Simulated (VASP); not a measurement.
# Be6H in VASP: further runs

The runs below take Be6H through single point, with PBEsol.

Program: VASP 6.6.1. These are calculated values, not measurements. Logs are shortened: lines on timing, memory, paths and dates and some standing lists are left out, and cuts for length are marked.

## 1. The cell of the first run

The cell holds a slab with vacuum, 14 atoms: a = 4.580 Å, b = 4.580 Å, c = 15.588 Å, α = 90.00°, β = 90.00°, γ = 60.00°.

## 2. Single point, PBEsol

File INCAR:

```
SYSTEM = Be6H
PREC = Accurate
ENCUT = 520
EDIFF = 1E-6
ISMEAR = 0
SIGMA = 0.15
LREAL = .FALSE.
LASPH = .TRUE.
NELM = 60
ALGO = Normal
ISIF = 2
LWAVE = .FALSE.
LCHARG = .TRUE.
GGA = PS
LELF = .TRUE.
LVHAR = .TRUE.
NBANDS = 26
```

File KPOINTS:

```
Automatic mesh
0
G
  6 6 1
  0 0 0
```

File POSCAR:

```
Be6H
1.0
    4.5800000000      0.0000000000      0.0000000000
    2.2900000000      3.9663960000      0.0000000000
    0.0000000000      0.0000000000     15.5884300000
Be H
12 2
Direct
    0.0000000000      0.0000000000      0.0641500780
    0.5000000000      0.0000000000      0.0641500780
    0.0000000000      0.5000000000      0.0641500780
    0.5000000000      0.5000000000      0.0641500780
   -0.1666476602      0.3333494689      0.1827677964
    0.3333005893      0.3334049349      0.1827577248
   -0.1666627480      0.8333416532      0.1827532984
    0.3333320383      0.8333608142      0.1827433552
   -0.0000790133      0.0002929612      0.3013511944
    0.4999230390      0.0000569787      0.3014161785
   -0.0000508933      0.5003262407      0.3014118163
    0.4998775999      0.5001225294      0.3014253520
    0.0844292997      0.9747387805      0.5014546045
    0.0663745391      1.0297068170      0.5480954144
```

Potentials or basis: VASP PAW PBE potentials, release 64 (Be, H).

Launch:

```bash
$ cat potpaw_PBE.64/Be/POTCAR potpaw_PBE.64/H/POTCAR > POTCAR
$ mpirun -np 1 vasp_std > vasp.out
```

OUTCAR:

```text
SYSTEM = Be6H
   PREC = Accurate
   ENCUT = 520
   EDIFF = 1E-6
   ISMEAR = 0
   LREAL = .FALSE.
   LASPH = .TRUE.
   NELM = 60
   ISIF = 2
   GGA = PS

 ion  position               nearest neighbor table
   1  0.000  0.000  0.064-   8 2.27   7 2.27   5 2.27   3 2.29   3 2.29   4 2.29   4 2.29   2 2.29
                             2 2.29
   2  0.500  0.000  0.064-   8 2.27   7 2.27   6 2.27   4 2.29   3 2.29   4 2.29   3 2.29   1 2.29
                             1 2.29
   3  0.000  0.500  0.064-   6 2.27   7 2.27   5 2.27   1 2.29   1 2.29   2 2.29   2 2.29   4 2.29
                             4 2.29
   4  0.500  0.500  0.064-   8 2.27   6 2.27   5 2.27   2 2.29   1 2.29   2 2.29   1 2.29   3 2.29
                             3 2.29
   5  0.833  0.333  0.183-   9 2.27   3 2.27   1 2.27   4 2.27  12 2.27  11 2.27   6 2.29   8 2.29
                             7 2.29   7 2.29   8 2.29   6 2.29
   6  0.333  0.333  0.183-   4 2.27   3 2.27   2 2.27  11 2.27  12 2.27  10 2.27   7 2.29   8 2.29
                             5 2.29   5 2.29   8 2.29   7 2.29
   7  0.833  0.833  0.183-  11 2.27   1 2.27   2 2.27   3 2.27   9 2.27  10 2.27   6 2.29   5 2.29
                             8 2.29   8 2.29   5 2.29   6 2.29
   8  0.333  0.833  0.183-   2 2.27   1 2.27   4 2.27   9 2.27  10 2.27  12 2.27   6 2.29   5 2.29
                             7 2.29   7 2.29   5 2.29   6 2.29
   9  1.000  0.000  0.301-   5 2.27   8 2.27   7 2.27  10 2.29  12 2.29  11 2.29  11 2.29  12 2.29
                            10 2.29
  10  0.500  0.000  0.301-   6 2.27   8 2.27   7 2.27  11 2.29   9 2.29  12 2.29  12 2.29   9 2.29
                            11 2.29
  11  1.000  0.500  0.301-   7 2.27   6 2.27   5 2.27  12 2.29  10 2.29   9 2.29   9 2.29  10 2.29
                            12 2.29
  12  0.500  0.500  0.301-   6 2.27   8 2.27   5 2.27  11 2.29   9 2.29  10 2.29  10 2.29   9 2.29
                            11 2.29
  13  0.084  0.975  0.501-  14 0.76
  14  0.066  0.030  0.548-  13 0.76

  LATTYP: Found a hexagonal cell.
 ALAT       =     4.5799996975
 C/A-ratio  =     3.4035875611

  Lattice vectors:

 A1 = (  -2.2900000000,  -3.9663960000,   0.0000000000)
 A2 = (   4.5800000000,   0.0000000000,   0.0000000000)
 A3 = (   0.0000000000,   0.0000000000,  15.5884300000)

Analysis of symmetry for initial positions (statically):
=====================================================================
 Subroutine PRICEL returns:
 Original cell was already a primitive cell.

 Routine SETGRP: Setting up the symmetry group for a
 hexagonal supercell.

 Subroutine GETGRP returns: Found  1 space group operations
 (whereof  1 operations were pure point group operations)
 out of a pool of 24 trial point group operations.

The static configuration has the point symmetry C_1 .

Analysis of symmetry for dynamics (positions and initial velocities):
=====================================================================
 Subroutine PRICEL returns:
 Original cell was already a primitive cell.

 Routine SETGRP: Setting up the symmetry group for a
 hexagonal supercell.

 Subroutine GETGRP returns: Found  1 space group operations
 (whereof  1 operations were pure point group operations)
 out of a pool of 24 trial point group operations.

The dynamic configuration has the point symmetry C_1 .

 Subroutine INISYM returns: Found  1 space group operations
 (whereof  1 operations are pure point group operations),
 and found     1 'primitive' translations

----------------------------------------------------------------------------------------

                                     Primitive cell

  volume of cell :     283.1809

  direct lattice vectors                    reciprocal lattice vectors
     4.580000000  0.000000000  0.000000000     0.218340611 -0.126059022  0.000000000
     2.290000000  3.966396000  0.000000000     0.000000000  0.252118044  0.000000000
     0.000000000  0.000000000 15.588430000     0.000000000  0.000000000  0.064150142

  length of vectors
     4.580000000  4.579999697 15.588430000     0.252118027  0.252118044  0.064150142

  position of ions in fractional coordinates (direct lattice)
     0.000000000  0.000000000  0.064150078
     0.500000000  0.000000000  0.064150078
     0.000000000  0.500000000  0.064150078
     0.500000000  0.500000000  0.064150078
     0.833352340  0.333349469  0.182767796
     0.333300589  0.333404935  0.182757725
     0.833337252  0.833341653  0.182753298
     0.333332038  0.833360814  0.182743355
     0.999920987  0.000292961  0.301351194
     0.499923039  0.000056979  0.301416178
     0.999949107  0.500326241  0.301411816
     0.499877600  0.500122529  0.301425352
     0.084429300  0.974738780  0.501454604
     0.066374539  0.029706817  0.548095414

  ion indices of the primitive-cell ions
   primitive index   ion index
                 1           1
                 2           2
                 3           3
                 4           4
                 5           5
                 6           6
                 7           7
                 8           8
                 9           9
                10          10
                11          11
                12          12
                13          13
                14          14

----------------------------------------------------------------------------------------

 KPOINTS: Automatic mesh

Automatic generation of k-mesh.
 Grid dimensions read from file:
 generate k-points for:    6    6    1

 Generating k-lattice:

  Cartesian coordinates                     Fractional coordinates (reciprocal lattice)
     0.036390102 -0.021009837  0.000000000     0.166666667 -0.000000000  0.000000000
     0.000000000  0.042019674  0.000000000     0.000000000  0.166666667  0.000000000
     0.000000000  0.000000000  0.064150142     0.000000000  0.000000000  1.000000000

  Length of vectors
     0.042019671  0.042019674  0.064150142

  Shift w.r.t. Gamma in fractional coordinates (k-lattice)
     0.000000000  0.000000000  0.000000000

 Subroutine IBZKPT returns following result:
 ===========================================

 Found     20 irreducible k-points:

 Following reciprocal coordinates:
            Coordinates               Weight
  0.000000  0.000000  0.000000      1.000000
  0.166667 -0.000000  0.000000      2.000000
  0.166667  0.166667  0.000000      2.000000
  0.000000  0.166667  0.000000      2.000000
  0.333333  0.000000  0.000000      2.000000
  0.333333  0.333333  0.000000      2.000000
[... 12 lines left out ...]
  0.500000 -0.333333  0.000000      2.000000
 -0.333333  0.333333  0.000000      2.000000
   k-points           NKPTS =     20   k-points in BZ     NKDIM =     20   number of bands    NBANDS=     26
   number of dos      NEDOS =    301   number of ions     NIONS =     14
   total plane-waves  NPLWV = 155520
   dimension x,y,z NGX =    36 NGY =   36 NGZ =  120
   dimension x,y,z NGXF=    72 NGYF=   72 NGZF=  240
   ions per type =              12   2
   NGX,Y,Z   is equivalent  to a cutoff of  13.07, 13.07, 12.80 a.u.
   NGXF,Y,Z  is equivalent  to a cutoff of  26.13, 26.13, 25.60 a.u.
 SYSTEM =  Be6H
   PREC   = accura    normal or accurate (medium, high low for compatibility)
   ISTART =      0    job   : 0-new  1-cont  2-samecut
   ICHARG =      2    charge: 1-file 2-atom 10-const
   ISPIN  =      1    spin polarized calculation?
   LNONCOLLINEAR =      F non collinear calculations
   LSORBIT =      F    spin-orbit coupling
   LASPH  =      T    aspherical Exc in radial PAW
   ENCUT  =  520.0 eV  38.22 Ry    6.18 a.u.   8.52  8.52 28.98*2*pi/ulx,y,z
   NELM   =     60;   NELMIN=  2; NELMDL= -5     # of ELM steps
   EDIFF  = 0.1E-05   stopping-criterion for ELM
   LREAL  =      F    real-space projection
   EDIFFG = 0.1E-04   stopping-criterion for IOM
   NSW    =      0    number of steps for IOM
   IBRION =     -1    ionic relax: 0-MD 1-quasi-New 2-CG
   NFREE  =      0    steps in history (QN), initial steepest desc. (CG)
   ISIF   =      2    stress and relaxation
   ISYM   =      2    0-nonsym 1-usesym 2-fastsym
   POTIM  = 0.5000    time-step for ionic-motion
   TEBEG  =    0.0;   TEEND  =   0.0 temperature during run
   PSTRESS=    0.0 pullay stress
   NELECT =      26.0000    total number of electrons
   NUPDOWN=      -1.0000    fix difference up-down
   EMIN   =  10.00;   EMAX   =-10.00  energy-range for DOS
   EFERMI =   0.00;   METHOD = LEGACY
   ISMEAR =     0;   SIGMA  =   0.15  broadening in eV -4-tet -1-fermi 0-gaus
   EFERMI_NEDOS =   21; number of points for ismear=-14 and -15
   IALGO  =     38    algorithm
   IMIX   =      4    mixing-type and parameters
     AMIX     =   0.40;   BMIX     =  1.00
     AMIX_MAG =   1.60;   BMIX_MAG =  1.00
  volume/ion in A,a.u.               =      20.23       136.50
  Fermi-wavevector in a.u.,A,eV,Ry     =   0.738547  1.395651  7.421315  0.545451
  Thomas-Fermi vector in A             =   1.832495
   LORBIT       =      0    0 simple, 1 ext, 2 COOP (PROOUT), +10 PAW based schemes
   GGA     = PS    functional components
   LHFCALC =     F    Hartree Fock is set to
   AEXX    =    0.0000 exact exchange contribution
   IVDW    =     0    specifies the selected vdW correction
   LEPSILON=     F    determine dielectric tensor
   LRPA    =     F    only Hartree local field effects (RPA)
 non-spin polarized calculation
 Gauss-broadening in eV      SIGMA  =   0.15
  energy-cutoff  :      520.00
  volume of cell :      283.18
 maximum number of plane-waves:      7731
 NGX is ok and might be reduce to    36
   NGX = 17   NGY = 17   NGZ = 57

 number of electron      26.0000000 magnetization

 Free energy of the ion-electron system (eV)
  ---------------------------------------------------
  ext. energy  EPLUGINS =         0.00000000
  ---------------------------------------------------
  free energy    TOTEN  =       -49.95989772 eV

  energy without entropy =      -49.89910755  energy(sigma->0) =      -49.92950263

 E-fermi :  -1.2303     XC(G=0):  -5.4412

 val. band max:       -1.2753308332   @ k =   0.5000   0.1667   0.0000
 cond. band min:      -1.2062610011   @ k =   0.3333   0.0000   0.0000
 fundamental gap:      0.0690698321
 Fermi energy:        -1.2302898526

 k-point     1 :       0.0000    0.0000    0.0000
  band No.  band energies     occupation
      1     -10.7027      2.00000
      2      -8.5192      2.00000
      3      -6.0833      2.00000
      4      -4.7284      2.00000
      5      -4.5182      2.00000
      6      -4.5178      2.00000
[... 17 lines left out ...]
     24       4.3579      0.00000
     25       4.3625      0.00000

 k-point     2 :       0.1667   -0.0000    0.0000
  band No.  band energies     occupation
      1     -10.5037      2.00000
      2      -8.3164      2.00000
      3      -6.0514      2.00000
      4      -5.8625      2.00000
      5      -4.8320      2.00000
      6      -4.8316      2.00000
[... 17 lines left out ...]
     24       4.6097      0.00000
     25       4.6689      0.00000
[... 474 lines left out ...]
     24       5.3846      0.00000
     25       5.5397      0.00000

 k-point    20 :      -0.3333    0.3333    0.0000
  band No.  band energies     occupation
      1      -8.3185      2.00000
      2      -8.3174      2.00000
      3      -8.3170      2.00000
      4      -6.1542      2.00000
      5      -6.1177      2.00000
      6      -6.1173      2.00000
[... 17 lines left out ...]
     24       5.7621      0.00000
     25       5.9139      0.00000
 [bands above 25 left out]

------------------------ aborting loop because EDIFF is reached ----------------------------------------

  FORCE on cell =-STRESS in cart. coord.  units (eV):
  Direction    XX          YY          ZZ          XY          YZ          ZX
  --------------------------------------------------------------------------------------
  -------------------------------------------------------------------------------------
  Total       -9.9138979     -9.9047352      0.1231260     -0.0005886     -0.0178556     -0.0023317
  in kB      -56.0907306    -56.0388902      0.6966210     -0.0033303     -0.1010232     -0.0131921
  external PRESSURE =     -37.1443333 kB  Pullay stress =       0.0000000 kB

 VOLUME and BASIS-vectors are now :
 -----------------------------------------------------------------------------
  energy-cutoff  :      520.00
  volume of cell :      283.18
      direct lattice vectors                 reciprocal lattice vectors
     4.580000000  0.000000000  0.000000000     0.218340611 -0.126059022  0.000000000
     2.290000000  3.966396000  0.000000000     0.000000000  0.252118044  0.000000000
     0.000000000  0.000000000 15.588430000     0.000000000  0.000000000  0.064150142

 POSITION                                       TOTAL-FORCE (eV/Angst)
 -----------------------------------------------------------------------------------
      0.00000      0.00000      1.00000         0.000329      0.001100     -0.010859
      2.29000      0.00000      1.00000        -0.000131      0.000639     -0.010563
      1.14500      1.98320      1.00000        -0.000482     -0.000330     -0.010589
      3.43500      1.98320      1.00000         0.000677     -0.000104     -0.011126
      4.58012      1.32220      2.84906        -0.000321      0.002698      0.001763
      2.29001      1.32242      2.84891         0.000217     -0.001052      0.001114
      5.72504      3.30536      2.84884        -0.000427      0.001498     -0.000369
      3.43506      3.30544      2.84868         0.000326     -0.000226      0.000700
      4.58031      0.00116      4.69759        -0.002730     -0.005144      0.009472
      2.28978      0.00023      4.69860         0.003030      0.002679      0.009578
      5.72551      1.98449      4.69854        -0.002163     -0.003047      0.010060
      3.43472      1.98368      4.69875         0.001513      0.001952      0.008364
      2.61884      3.86620      7.81689         0.002206      0.004798      0.007996
      0.37202      0.11783      8.54395        -0.002043     -0.005462     -0.005542
 -----------------------------------------------------------------------------------
    total drift:                               -0.000012      0.000005      0.000080

  FREE ENERGIE OF THE ION-ELECTRON SYSTEM (eV)
  ---------------------------------------------------
  free  energy   TOTEN  =       -49.9598977163 eV

  energy  without entropy=      -49.8991075528  energy(sigma->0) =      -49.92950263
```

Run time: 5.3 min. Hardware: 1 thread of Oxide Virtual Turin-like, shared host; peak memory 0.41 GiB.

What came out:

| Item | Value |
| --- | --- |
| Free energy | -49.9599 eV |
| Largest force | 0.011 eV/Å |
| Band gap on the k mesh | zero (bands 13 and 14 overlap by 2.57 eV) |

Forces in eV/Å, atoms in the order of the input:
```
Be   0.000  0.001 -0.011
Be   0.000  0.001 -0.011
Be   0.000  0.000 -0.011
Be   0.001  0.000 -0.011
Be   0.000  0.003  0.002
Be   0.000 -0.001  0.001
Be   0.000  0.001  0.000
Be   0.000  0.000  0.001
Be  -0.003 -0.005  0.009
Be   0.003  0.003  0.010
Be  -0.002 -0.003  0.010
Be   0.002  0.002  0.008
H    0.002  0.005  0.008
H   -0.002 -0.005 -0.006
```

Levels at points of the mesh, in eV from the Fermi level:
| k point | band 9 | band 10 | band 11 | band 12 | band 13 | band 14 | band 15 | band 16 | band 17 | band 18 |
| --- | --- | --- | --- | --- | --- | --- | --- | --- | --- | --- |
| (0.00, 0.00, 0.00) | -1.72 | -1.72 | -1.72 | -1.66 | -1.66 | -1.66 | 2.89 | 2.89 | 2.89 | 4.09 |
| (0.50, 0.00, 0.00) | -2.04 | -1.86 | -1.85 | 0.44 | 0.45 | 0.65 | 0.66 | 3.53 | 3.53 | 4.48 |
| (0.50, 0.50, 0.00) | -2.04 | -1.86 | -1.85 | 0.44 | 0.45 | 0.65 | 0.65 | 3.53 | 3.53 | 4.48 |
| (0.00, 0.50, 0.00) | -2.04 | -1.86 | -1.85 | 0.44 | 0.45 | 0.65 | 0.66 | 3.53 | 3.53 | 4.48 |

Caveat: there is no dipole correction, which matters where the two faces differ; the PAW data sets were made with another functional, which shifts forces and pressure a little.

## 3. Single point, PBEsol

File INCAR:

```
  PREC = Accurate
  ENCUT = 520
  EDIFF = 1E-6
  ISMEAR = 0
  SIGMA = 0.15
  LREAL = False
  LASPH = True
  NELM = 60
  ALGO = Normal
  ISIF = 2
  LWAVE = False
  LCHARG = False
  GGA = PS
  NBANDS = 26
```

File KPOINTS:

```
regular mesh
0
Gamma
  6 6 1
```

File POSCAR:

```
Be6H
1.0
    4.5800000000      0.0000000000      0.0000000000
    2.2900000000      3.9663960000      0.0000000000
    0.0000000000      0.0000000000     15.5884300000
Be H
12 2
Direct
    0.0000000000      0.0000000000      0.0641500780
    0.5000000000      0.0000000000      0.0641500780
    0.0000000000      0.5000000000      0.0641500780
    0.5000000000      0.5000000000      0.0641500780
   -0.1666628741      0.3333419053      0.1827532984
    0.3333320383      0.3333608142      0.1827433552
   -0.1666476602      0.8333494689      0.1827677964
    0.3333005893      0.8334049349      0.1827577248
   -0.0000508933      0.0003262407      0.3014118163
    0.4998775999      0.0001225294      0.3014253520
   -0.0000790133      0.5002929612      0.3013511944
    0.4999230390      0.5000569787      0.3014161785
    0.0844291541      1.1414054472      0.5014546045
    0.0663746119      1.1963734836      0.5480954144
```

Potentials or basis: VASP PAW PBE potentials, release 64 (Be, H).

Launch:

```bash
$ cat potpaw_PBE.64/Be/POTCAR potpaw_PBE.64/H/POTCAR > POTCAR
$ mpirun -np 1 vasp_std > vasp.out
```

It took 5.2 min on 1 thread of Oxide Virtual Turin-like, shared host; peak memory 0.4 GiB.

It converged, with:

```yaml
Free_energy: -49.9599 eV
Largest_force: 0.016 eV/Å
Band_gap_on_the_k_mesh: zero (bands 13 and 14 overlap by 2.57 eV)
```

Forces on the atoms (eV/Å):
```
Be   0.000  0.001 -0.011
Be   0.000  0.000 -0.011
Be   0.000  0.000 -0.010
Be   0.001  0.000 -0.011
Be   0.000  0.002  0.002
Be   0.000  0.000  0.002
Be  -0.001  0.002  0.000
Be   0.000 -0.002  0.000
Be  -0.004 -0.007  0.004
Be   0.003  0.001  0.008
Be  -0.001 -0.003  0.015
Be   0.001  0.004  0.010
H    0.002  0.007  0.007
H   -0.002 -0.006 -0.005
```

Levels at points of the mesh, in eV from the Fermi level:
```csv
k point,band 9,band 10,band 11,band 12,band 13,band 14,band 15,band 16,band 17,band 18
"(0.00, 0.00, 0.00)",-1.72,-1.72,-1.72,-1.66,-1.66,-1.66,2.89,2.89,2.89,4.09
"(0.50, 0.00, 0.00)",-2.04,-1.86,-1.85,0.44,0.45,0.65,0.66,3.53,3.53,4.48
"(0.50, 0.50, 0.00)",-2.04,-1.86,-1.85,0.44,0.45,0.65,0.66,3.53,3.53,4.48
"(0.00, 0.50, 0.00)",-2.04,-1.86,-1.85,0.44,0.45,0.65,0.66,3.53,3.53,4.48
```

Caveat: there is no dipole correction, which matters where the two faces differ; the PAW data sets were made with another functional, which shifts forces and pressure a little.

The gap in the log of VASP goes by the Fermi energy; the results here count the filled bands.